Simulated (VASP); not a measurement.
Set up this calculation in VASP 6.6.1, as the native input.

```yaml
Task: single point
Functional: PBE
Potentials_or_basis: VASP PAW PBE potentials, release 64 (B)
Cutoff: 520 eV
k_mesh: 22 × 22 × 22
Occupations: fermi-dirac, width 0.1 eV
Spin: no spin polarisation
Dipole_correction: no
Further_INCAR_settings: ALGO = Normal; EDIFF = 1e-06; NBANDS = 8
```

The structure of B lies in POSCAR:

```
B
1.0
   -1.0149581182      1.0149581182      1.0149581182
    1.0149581182     -1.0149581182      1.0149581182
    1.0149581182      1.0149581182     -1.0149581182
B
1
Direct
    0.0000000000      0.0000000000      0.0000000000
```

This cell differs from its parent crystal: volume scaled by 0.68.

The input as run:

INCAR

```
  ALGO = Normal
  EDIFF = 1E-6
  ENCUT = 520
  GGA = PE
  ISIF = 2
  ISMEAR = -1
  LASPH = T
  LCHARG = F
  LREAL = F
  LWAVE = F
  NBANDS = 8
  NELM = 80
  PREC = Accurate
  SIGMA = 0.1
```

KPOINTS

```
k-points
0
Gamma
  22 22 22
```

Potentials or basis: VASP PAW PBE potentials, release 64 (B).

Launch:

```sh
$ cat potpaw_PBE.64/B/POTCAR > POTCAR
$ mpirun -np 1 vasp_std > vasp.out
```

It gave:

```json
{
  "Pressure": "184.4 GPa"
}
```

It took 18 s on 1 thread of AMD EPYC 7R13, with other jobs on the host, peak memory 0.08 GiB.
